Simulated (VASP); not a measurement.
# Mg2ZnO3 (P-3m1) in VASP: single point with LDA

Aim: the single point of Mg2ZnO3 with LDA.

Everything below comes from runs of VASP 6.6.1. Logs are shortened: lines on timing, memory, paths and dates and some standing lists are left out, and cuts for length are marked.

## Step 1: The cell of the first run

The structure is trigonal, space group P-3m1 (No. 164). Conventional cell: a = 2.959 Å, b = 2.959 Å, c = 7.212 Å, α = 90.00°, β = 90.00°, γ = 120.00°. Within 2.7 Å of Mg (site symmetry 3m) lie 6 O at 2.07 to 2.09 Å. Within 2.8 Å of Zn (site symmetry -3m) lie 6 O at 2.11 Å. Within 2.7 Å of O (site symmetry 3m) lie 3 Mg at 2.07 Å and 3 Zn at 2.11 Å. Within 2.8 Å of O (site symmetry -3m) lie 6 Mg at 2.09 Å.

## Step 2: Single point, LDA

INCAR

```
SYSTEM = Mg2ZnO3
PREC = Accurate
ENCUT = 750
EDIFF = 1E-6
ISMEAR = 0
SIGMA = 0.05
LREAL = .False.
LASPH = .True.
NELM = 120
ALGO = Normal
ISIF = 2
LWAVE = .False.
LCHARG = .True.
LELF = .True.
LVHAR = .True.
NBANDS = 34
GGA_COMPAT = .False.
```

KPOINTS

```
regular mesh
0
Gamma
  12 12 4
  0 0 0
```

POSCAR

```
Mg2ZnO3
1.0
    2.9587961137      0.0000000000      0.0000000000
   -1.4793980569      2.5623925991      0.0000000000
    0.0000000000      0.0000000000      7.2124455117
Mg Zn O
2 1 3
Direct
    0.3333333333      0.6666666667      0.6662667260
    0.6666666667      0.3333333333      0.3337332740
    0.0000000000      0.0000000000      0.0000000000
    0.3333333333      0.6666666667      0.1711569406
    0.6666666667      0.3333333333      0.8288430594
    0.0000000000      0.0000000000      0.5000000000
```

Potentials or basis: VASP PAW LDA potentials, release 64 (Mg_sv, Zn, O).

On the command line:

```sh
> cat potpaw_LDA.64/Mg_sv/POTCAR potpaw_LDA.64/Zn/POTCAR potpaw_LDA.64/O/POTCAR > POTCAR
> mpirun -np 1 vasp_std > vasp.out
```

OUTCAR:

```text
SYSTEM = Mg2ZnO3
   PREC = Accurate
   ENCUT = 750
   EDIFF = 1E-6
   ISMEAR = 0
   LREAL = .False.
   LASPH = .True.
   NELM = 120
   ISIF = 2

 ion  position               nearest neighbor table
   1  0.333  0.667  0.666-   5 2.07   5 2.07   5 2.07   6 2.09   6 2.09   6 2.09
   2  0.667  0.333  0.334-   4 2.07   4 2.07   4 2.07   6 2.09   6 2.09   6 2.09
   3  0.000  0.000  0.000-   4 2.11   5 2.11   5 2.11   4 2.11   5 2.11   4 2.11
   4  0.333  0.667  0.171-   2 2.07   2 2.07   2 2.07   3 2.11   3 2.11   3 2.11
   5  0.667  0.333  0.829-   1 2.07   1 2.07   1 2.07   3 2.11   3 2.11   3 2.11
   6  0.000  0.000  0.500-   1 2.09   2 2.09   2 2.09   1 2.09   2 2.09   1 2.09

  LATTYP: Found a hexagonal cell.
 ALAT       =     2.9587961137
 C/A-ratio  =     2.4376284254

  Lattice vectors:

 A1 = (   2.9587961137,   0.0000000000,   0.0000000000)
 A2 = (  -1.4793980569,   2.5623925991,   0.0000000000)
 A3 = (   0.0000000000,   0.0000000000,   7.2124455117)

Analysis of symmetry for initial positions (statically):
=====================================================================
 Subroutine PRICEL returns:
 Original cell was already a primitive cell.

 Routine SETGRP: Setting up the symmetry group for a
 hexagonal supercell.

 Subroutine GETGRP returns: Found 12 space group operations
 (whereof 12 operations were pure point group operations)
 out of a pool of 24 trial point group operations.

The static configuration has the point symmetry D_3d.

Analysis of symmetry for dynamics (positions and initial velocities):
=====================================================================
 Subroutine PRICEL returns:
 Original cell was already a primitive cell.

 Routine SETGRP: Setting up the symmetry group for a
 hexagonal supercell.

 Subroutine GETGRP returns: Found 12 space group operations
 (whereof 12 operations were pure point group operations)
 out of a pool of 24 trial point group operations.

The dynamic configuration has the point symmetry D_3d.

 Subroutine INISYM returns: Found 12 space group operations
 (whereof 12 operations are pure point group operations),
 and found     1 'primitive' translations

----------------------------------------------------------------------------------------

                                     Primitive cell

  volume of cell :      54.6819

  direct lattice vectors                    reciprocal lattice vectors
     2.958796114  0.000000000  0.000000000     0.337975299  0.195130130  0.000000000
    -1.479398057  2.562392599  0.000000000     0.000000000  0.390260259  0.000000000
     0.000000000  0.000000000  7.212445512     0.000000000  0.000000000  0.138649228

  length of vectors
     2.958796114  2.958796114  7.212445512     0.390260259  0.390260259  0.138649228

  position of ions in fractional coordinates (direct lattice)
     0.333333333  0.666666667  0.666266726
     0.666666667  0.333333333  0.333733274
     0.000000000  0.000000000  0.000000000
     0.333333333  0.666666667  0.171156941
     0.666666667  0.333333333  0.828843059
     0.000000000  0.000000000  0.500000000

  ion indices of the primitive-cell ions
   primitive index   ion index
                 1           1
                 2           2
                 3           3
                 4           4
                 5           5
                 6           6

----------------------------------------------------------------------------------------

 KPOINTS: regular mesh

Automatic generation of k-mesh.
 Grid dimensions read from file:
 generate k-points for:   12   12    4

 Generating k-lattice:

  Cartesian coordinates                     Fractional coordinates (reciprocal lattice)
     0.028164608  0.016260844  0.000000000     0.083333333  0.000000000  0.000000000
     0.000000000  0.032521688  0.000000000     0.000000000  0.083333333  0.000000000
     0.000000000  0.000000000  0.034662307     0.000000000  0.000000000  0.250000000

  Length of vectors
     0.032521688  0.032521688  0.034662307

  Shift w.r.t. Gamma in fractional coordinates (k-lattice)
     0.000000000  0.000000000  0.000000000

 Subroutine IBZKPT returns following result:
 ===========================================

 Found     69 irreducible k-points:

 Following reciprocal coordinates:
            Coordinates               Weight
  0.000000  0.000000  0.000000      1.000000
  0.083333  0.000000  0.000000      6.000000
  0.166667  0.000000  0.000000      6.000000
  0.250000  0.000000  0.000000      6.000000
  0.333333  0.000000  0.000000      6.000000
  0.416667 -0.000000  0.000000      6.000000
[... 16 lines left out ...]
  0.166667  0.000000  0.250000      6.000000
  0.000000  0.166667  0.250000      6.000000
 [... further k-points ...]
   k-points           NKPTS =     69   k-points in BZ     NKDIM =     69   number of bands    NBANDS=     34
   number of dos      NEDOS =    301   number of ions     NIONS =      6
   total plane-waves  NPLWV =  50176
   dimension x,y,z NGX =    28 NGY =   28 NGZ =   64
   dimension x,y,z NGXF=    56 NGYF=   56 NGZF=  128
   ions per type =               2   1   3
   NGX,Y,Z   is equivalent  to a cutoff of  15.73, 15.73, 14.75 a.u.
   NGXF,Y,Z  is equivalent  to a cutoff of  31.46, 31.46, 29.50 a.u.
 SYSTEM =  Mg2ZnO3
   PREC   = accura    normal or accurate (medium, high low for compatibility)
   ISTART =      0    job   : 0-new  1-cont  2-samecut
   ICHARG =      2    charge: 1-file 2-atom 10-const
   ISPIN  =      1    spin polarized calculation?
   LNONCOLLINEAR =      F non collinear calculations
   LSORBIT =      F    spin-orbit coupling
   LASPH  =      T    aspherical Exc in radial PAW
   ENCUT  =  750.0 eV  55.12 Ry    7.42 a.u.   6.61  6.61 16.11*2*pi/ulx,y,z
   NELM   =    120;   NELMIN=  2; NELMDL= -5     # of ELM steps
   EDIFF  = 0.1E-05   stopping-criterion for ELM
   LREAL  =      F    real-space projection
   EDIFFG = 0.1E-04   stopping-criterion for IOM
   NSW    =      0    number of steps for IOM
   IBRION =     -1    ionic relax: 0-MD 1-quasi-New 2-CG
   NFREE  =      0    steps in history (QN), initial steepest desc. (CG)
   ISIF   =      2    stress and relaxation
   ISYM   =      2    0-nonsym 1-usesym 2-fastsym
   POTIM  = 0.5000    time-step for ionic-motion
   TEBEG  =    0.0;   TEEND  =   0.0 temperature during run
   PSTRESS=    0.0 pullay stress
   NELECT =      50.0000    total number of electrons
   NUPDOWN=      -1.0000    fix difference up-down
   EMIN   =  10.00;   EMAX   =-10.00  energy-range for DOS
   EFERMI =   0.00;   METHOD = LEGACY
   ISMEAR =     0;   SIGMA  =   0.05  broadening in eV -4-tet -1-fermi 0-gaus
   EFERMI_NEDOS =   21; number of points for ismear=-14 and -15
   IALGO  =     38    algorithm
   IMIX   =      4    mixing-type and parameters
     AMIX     =   0.40;   BMIX     =  1.00
     AMIX_MAG =   1.60;   BMIX_MAG =  1.00
  volume/ion in A,a.u.               =       9.11        61.50
  Fermi-wavevector in a.u.,A,eV,Ry     =   1.588975  3.002727 34.352557  2.524842
  Thomas-Fermi vector in A             =   2.687896
   LORBIT       =      0    0 simple, 1 ext, 2 COOP (PROOUT), +10 PAW based schemes
   GGA     = CA    functional components
   LHFCALC =     F    Hartree Fock is set to
   AEXX    =    0.0000 exact exchange contribution
   IVDW    =     0    specifies the selected vdW correction
   LEPSILON=     F    determine dielectric tensor
   LRPA    =     F    only Hartree local field effects (RPA)
 non-spin polarized calculation
 Gauss-broadening in eV      SIGMA  =   0.05
  energy-cutoff  :      750.00
  volume of cell :       54.68
 maximum number of plane-waves:      2600
 NGX is ok and might be reduce to    28
   NGX = 13   NGY = 13   NGZ = 33

 number of electron      49.9999990 magnetization

 Free energy of the ion-electron system (eV)
  ---------------------------------------------------
  ext. energy  EPLUGINS =         0.00000000
  ---------------------------------------------------
  free energy    TOTEN  =       -36.85177528 eV

  energy without entropy =      -36.85177528  energy(sigma->0) =      -36.85177528

 E-fermi :   3.4144     XC(G=0): -12.4462

 val. band max:        2.9951161432   @ k =   0.0000   0.0000   0.5000
 cond. band min:       6.3744678856   @ k =   0.0000   0.0000   0.0000
 fundamental gap:      3.3793517424
 Fermi energy:         3.4144446673

 k-point     1 :       0.0000    0.0000    0.0000
  band No.  band energies     occupation
      1     -68.6953      2.00000
      2     -68.6895      2.00000
      3     -36.2386      2.00000
      4     -36.1873      2.00000
      5     -36.1670      2.00000
      6     -36.1670      2.00000
[... 26 lines left out ...]
     33      18.6839      0.00000
     34      18.6839      0.00000

 k-point     2 :       0.0833    0.0000    0.0000
  band No.  band energies     occupation
      1     -68.6948      2.00000
      2     -68.6891      2.00000
      3     -36.2369      2.00000
      4     -36.1881      2.00000
      5     -36.1710      2.00000
      6     -36.1685      2.00000
[... 26 lines left out ...]
     33      17.8929      0.00000
     34      18.7980      0.00000

 k-point     3 :       0.1667    0.0000    0.0000
  band No.  band energies     occupation
      1     -68.6931      2.00000
      2     -68.6880      2.00000
      3     -36.2324      2.00000
      4     -36.1936      2.00000
      5     -36.1802      2.00000
      6     -36.1775      2.00000
[... 26 lines left out ...]
     33      17.2928      0.00000
     34      18.0210      0.00000
[... 704 lines left out ...]
 k-point    23 :       0.1667    0.0000    0.2500
  band No.  band energies     occupation
      1     -68.6932      2.00000
      2     -68.6880      2.00000
      3     -36.2325      2.00000
      4     -36.1937      2.00000
      5     -36.1803      2.00000
      6     -36.1775      2.00000
[... 26 lines left out ...]
     33      17.7559      0.00000
     34      17.9980      0.00000

 k-point    24 :       0.0000    0.1667    0.2500
  band No.  band energies     occupation
      1     -68.6932      2.00000
      2     -68.6880      2.00000
      3     -36.2324      2.00000
      4     -36.1937      2.00000
      5     -36.1803      2.00000
      6     -36.1776      2.00000
[... 26 lines left out ...]
     33      17.7127      0.00000
     34      18.0306      0.00000

 [... further k-points ...]
[... 5 lines left out ...]
  --------------------------------------------------------------------------------------
  -------------------------------------------------------------------------------------
  Total        0.1970810      0.1970810      0.1788466     -0.0000000      0.0000000      0.0000000
  in kB        5.7744693      5.7744693      5.2402008     -0.0000000      0.0000000      0.0000000
  external PRESSURE =       5.5963798 kB  Pullay stress =       0.0000000 kB

 VOLUME and BASIS-vectors are now :
 -----------------------------------------------------------------------------
  energy-cutoff  :      750.00
  volume of cell :       54.68
      direct lattice vectors                 reciprocal lattice vectors
     2.958796114  0.000000000  0.000000000     0.337975299  0.195130130  0.000000000
    -1.479398057  2.562392599  0.000000000     0.000000000  0.390260259  0.000000000
     0.000000000  0.000000000  7.212445512     0.000000000  0.000000000  0.138649228

 POSITION                                       TOTAL-FORCE (eV/Angst)
 -----------------------------------------------------------------------------------
     -0.00000      1.70826      4.80541        -0.000000      0.000000     -0.005951
      1.47940      0.85413      2.40703         0.000000     -0.000000      0.005951
      0.00000      0.00000      0.00000         0.000000      0.000000      0.000000
     -0.00000      1.70826      1.23446        -0.000000     -0.000000      0.021722
      1.47940      0.85413      5.97799         0.000000      0.000000     -0.021722
      0.00000      0.00000      3.60622         0.000000      0.000000      0.000000
 -----------------------------------------------------------------------------------
    total drift:                                0.000000      0.000000      0.000000

  FREE ENERGIE OF THE ION-ELECTRON SYSTEM (eV)
  ---------------------------------------------------
  free  energy   TOTEN  =       -36.8517752753 eV

  energy  without entropy=      -36.8517752753  energy(sigma->0) =      -36.85177528
```

Wall time 2.4 min (1 thread of Intel Xeon 6975P-C (Granite Rapids), shared host); peak memory 0.32 GiB.

What came out:

* Free energy: -36.8518 eV
* Pressure: 0.6 GPa
* Largest force: 0.022 eV/Å
* Band gap on the k mesh: 3.38 eV (least direct gap 3.47 eV)

Forces in eV/Å, atoms in the order of the input:
```
Mg   0.000  0.000 -0.006
Mg   0.000  0.000  0.006
Zn   0.000  0.000  0.000
O    0.000  0.000  0.022
O    0.000  0.000 -0.022
O    0.000  0.000  0.000
```

Levels at points of the mesh, in eV from the valence-band top:
```
           k point  band 21  band 22  band 23  band 24  band 25  band 26  band 27  band 28  band 29  band 30
(0.00, 0.00, 0.00)    -0.60    -0.58    -0.58    -0.09    -0.09     3.38     6.58     6.97    11.62    12.08
(0.50, 0.00, 0.00)    -2.14    -1.92    -1.39    -0.72    -0.37     6.86     7.68     8.75     9.61    11.51
(0.00, 0.00, 0.50)    -0.93    -0.87    -0.87     0.00     0.00     4.45     5.65     7.03    11.96    12.99
(0.50, 0.00, 0.50)    -2.15    -2.04    -1.55    -0.30    -0.25     6.88     7.10     9.09    10.51    10.91
```
